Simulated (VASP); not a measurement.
# BP in VASP: single point with PBE

Aim: the single point of BP with PBE.

Program: VASP 6.6.1. These are calculated values, not measurements. Logs are shortened: lines on timing, memory, paths and dates and some standing lists are left out, and cuts for length are marked.

## 1. The cell of the first run

The cell holds a wire or tube with vacuum around it, 4 atoms: a = 10.900 Å, b = 9.300 Å, c = 3.746 Å, α = 90.00°, β = 90.00°, γ = 90.00°.

## 2. Single point, PBE, collinear spin

INCAR reads:

```
ALGO = Normal
EDIFF = 1E-6
ENCUT = 520
GGA = PE
ISIF = 2
ISMEAR = 0
ISPIN = 2
LASPH = True
LCHARG = False
LORBIT = 11
LREAL = False
LWAVE = False
MAGMOM = 0.5 0.5 0.5 0.5
NBANDS = 20
NELM = 150
PREC = Accurate
SIGMA = 0.05
```

KPOINTS reads:

```
k-points
0
Gamma
  1 1 18
```

POSCAR reads:

```
BP
1.0
   10.9000000000      0.0000000000      0.0000000000
    0.0000000000      9.3000000000      0.0000000000
    0.0000000000      0.0000000000      3.7463416616
B P
2 2
Direct
    0.4109471745      0.5000000000      0.0000000000
    0.5890528255      0.5000000000      0.5000000000
    0.4124668774      0.5000000000      0.5000000000
    0.5875331226      0.5000000000      0.0000000000
```

Potentials or basis: VASP PAW PBE potentials, release 64 (B, P).

Run with:

```
$ cat potpaw_PBE.64/B/POTCAR potpaw_PBE.64/P/POTCAR > POTCAR
$ mpirun -np 1 vasp_std > vasp.out
```

OUTCAR:

```text
EDIFF = 1E-6
   ENCUT = 520
   GGA = PE
   ISIF = 2
   ISMEAR = 0
   ISPIN = 2
   LASPH = True
   LORBIT = 11
   LREAL = False
   NELM = 150
   PREC = Accurate

 ion  position               nearest neighbor table
   1  0.411  0.500  0.000-   3 1.87   3 1.87   4 1.92
   2  0.589  0.500  0.500-   4 1.87   4 1.87   3 1.92
   3  0.412  0.500  0.500-   1 1.87   1 1.87   2 1.92   4 2.67   4 2.67
   4  0.588  0.500  0.000-   2 1.87   2 1.87   1 1.92   3 2.67   3 2.67

  LATTYP: Found a simple orthorhombic cell.
 ALAT       =     3.7463416616
 B/A-ratio  =     2.4824217437
 C/A-ratio  =     2.9095050544

  Lattice vectors:

 A1 = (   0.0000000000,   0.0000000000,  -3.7463416616)
 A2 = (   0.0000000000,   9.3000000000,   0.0000000000)
 A3 = (  10.9000000000,   0.0000000000,   0.0000000000)

Analysis of symmetry for initial positions (statically):
=====================================================================
 Subroutine PRICEL returns:
 Original cell was already a primitive cell.

 Routine SETGRP: Setting up the symmetry group for a
 simple orthorhombic supercell.

 Subroutine GETGRP returns: Found  8 space group operations
 (whereof  4 operations were pure point group operations)
 out of a pool of  8 trial point group operations.

The static configuration has the point symmetry C_2v.
 The point group associated with its full space group is D_2h.

Analysis of symmetry for dynamics (positions and initial velocities):
=====================================================================
 Subroutine PRICEL returns:
 Original cell was already a primitive cell.

 Routine SETGRP: Setting up the symmetry group for a
 simple orthorhombic supercell.

 Subroutine GETGRP returns: Found  8 space group operations
 (whereof  4 operations were pure point group operations)
 out of a pool of  8 trial point group operations.

The dynamic configuration has the point symmetry C_2v.
 The point group associated with its full space group is D_2h.

Analysis of structural, dynamic, and magnetic symmetry:
=====================================================================
 Subroutine PRICEL returns:
 Original cell was already a primitive cell.

 Routine SETGRP: Setting up the symmetry group for a
 simple orthorhombic supercell.

 Subroutine GETGRP returns: Found  8 space group operations
 (whereof  4 operations were pure point group operations)
 out of a pool of  8 trial point group operations.

The overall configuration has the point symmetry C_2v.
 The point group associated with its full space group is D_2h.

[... 116 lines left out ...]
   LEPSILON=     F    determine dielectric tensor
   LRPA    =     F    only Hartree local field effects (RPA)
 spin polarized calculation
 Gauss-broadening in eV      SIGMA  =   0.05
  energy-cutoff  :      520.00
  volume of cell :      379.77
 maximum number of plane-waves:     10246
 NGX is ok and might be reduce to    84
   NGX = 41   NGY = 35   NGZ = 13

 number of electron      15.9999997 magnetization       0.0000083

 number of electron      15.9999997 magnetization      -0.0000010

 Free energy of the ion-electron system (eV)
  ---------------------------------------------------
  ext. energy  EPLUGINS =         0.00000000
  ---------------------------------------------------
  free energy    TOTEN  =       -20.48206409 eV

  energy without entropy =      -20.48206409  energy(sigma->0) =      -20.48206409

 E-fermi :  -3.3531     XC(G=0):  -2.5490

 val. band max:       -3.5882099772   @ k =   0.0000   0.0000   0.3333
 cond. band min:      -2.7592743488   @ k =   0.0000   0.0000   0.3333
 fundamental gap:      0.8289356284
 Fermi energy:        -3.3530578778

 spin component 1

 k-point     1 :       0.0000    0.0000    0.0000
  band No.  band energies     occupation
      1     -17.6052      1.00000
      2     -13.2191      1.00000
      3     -10.1014      1.00000
      4      -7.9419      1.00000
      5      -7.5393      1.00000
      6      -6.9812      1.00000
[... 206 lines left out ...]
      6      -5.5315      1.00000
[... 12 lines left out ...]
     19       4.6389      0.00000
     20       4.6389      0.00000
 Fermi energy:        -3.3530578778

 spin component 2

 k-point     1 :       0.0000    0.0000    0.0000
  band No.  band energies     occupation
      1     -17.6052      1.00000
      2     -13.2191      1.00000
      3     -10.1014      1.00000
      4      -7.9419      1.00000
      5      -7.5393      1.00000
      6      -6.9813      1.00000
[... 219 lines left out ...]
     19       4.6400      0.00000
     20       4.6400      0.00000

------------------------ aborting loop because EDIFF is reached ----------------------------------------

  FORCE on cell =-STRESS in cart. coord.  units (eV):
  Direction    XX          YY          ZZ          XY          YZ          ZX
  --------------------------------------------------------------------------------------
  -------------------------------------------------------------------------------------
  Total       -0.0548740      0.0027201     -0.1123315      0.0000000      0.0000000      0.0000000
  in kB       -0.2315050      0.0114756     -0.4739094      0.0000000      0.0000000      0.0000000
  external PRESSURE =      -0.2313129 kB  Pullay stress =       0.0000000 kB

 VOLUME and BASIS-vectors are now :
 -----------------------------------------------------------------------------
  energy-cutoff  :      520.00
  volume of cell :      379.77
      direct lattice vectors                 reciprocal lattice vectors
    10.900000000  0.000000000  0.000000000     0.091743119  0.000000000  0.000000000
     0.000000000  9.300000000  0.000000000     0.000000000  0.107526882  0.000000000
     0.000000000  0.000000000  3.746341662     0.000000000  0.000000000  0.266927069

 POSITION                                       TOTAL-FORCE (eV/Angst)
 -----------------------------------------------------------------------------------
      4.47932      4.65000      0.00000         0.000316      0.000000      0.000000
      6.42068      4.65000      1.87317        -0.000316      0.000000      0.000000
      4.49589      4.65000      1.87317         0.016271      0.000000      0.000000
      6.40411      4.65000      0.00000        -0.016271      0.000000      0.000000
 -----------------------------------------------------------------------------------
    total drift:                                0.000000      0.000000      0.000000

  FREE ENERGIE OF THE ION-ELECTRON SYSTEM (eV)
  ---------------------------------------------------
  free  energy   TOTEN  =       -20.4820640908 eV

  energy  without entropy=      -20.4820640908  energy(sigma->0) =      -20.48206409

 total charge

# of ion       s       p       d       tot
------------------------------------------
    1        0.713   1.111   0.000   1.824
    2        0.713   1.111   0.000   1.824
    3        1.010   1.539   0.000   2.549
    4        1.010   1.539   0.000   2.549
--------------------------------------------------
tot          3.446   5.299   0.000   8.746

 magnetization (x)

# of ion       s       p       d       tot
------------------------------------------
    1       -0.000  -0.000   0.000  -0.000
    2       -0.000  -0.000   0.000  -0.000
    3       -0.000  -0.000   0.000  -0.000
    4       -0.000  -0.000   0.000  -0.000
--------------------------------------------------
tot         -0.000  -0.000   0.000  -0.000
```

OSZICAR:

```text
N       E                     dE             d eps       ncg     rms          rms(c)
DAV:   1     0.939219412708E+02    0.93922E+02   -0.43006E+03   800   0.504E+02
DAV:   2    -0.865680910104E+01   -0.10258E+03   -0.90866E+02  1272   0.107E+02
[... 18 lines left out ...]
DAV:  21    -0.204820534607E+02   -0.37672E-04   -0.53150E-06   876   0.622E-03    0.168E-03
DAV:  22    -0.204820546400E+02   -0.11793E-05   -0.12576E-07   808   0.158E-03    0.492E-04
DAV:  23    -0.204820616597E+02   -0.70197E-05   -0.50200E-07   784   0.229E-03    0.869E-04
DAV:  24    -0.204820626619E+02   -0.10022E-05   -0.74348E-08   828   0.109E-03    0.365E-04
DAV:  25    -0.204820637473E+02   -0.10855E-05   -0.60211E-08   708   0.894E-04    0.145E-04
DAV:  26    -0.204820640908E+02   -0.34350E-06   -0.36348E-08   724   0.614E-04
   1 F= -.20482064E+02 E0= -.20482064E+02  d E =-.783181E-12  mag=     0.0000
```

Wall time 3.3 min (1 thread of Intel Xeon Platinum 8259CL at 2.50GHz (Skylake/Cascade Lake), shared host); peak memory 0.6 GiB.

Results:

```yaml
Free_energy: -20.4821 eV
Largest_force: 0.016 eV/Å
Band_gap_on_the_k_mesh: 0.83 eV
Net_moment: 0.00 μB per cell
Valence_electrons_inside_the_program's_atomic_spheres: B 1.82; P 2.55
```

Forces in eV/Å, atoms in the order of the input:
```
B    0.000  0.000  0.000
B    0.000  0.000  0.000
P    0.016  0.000  0.000
P   -0.016  0.000  0.000
```
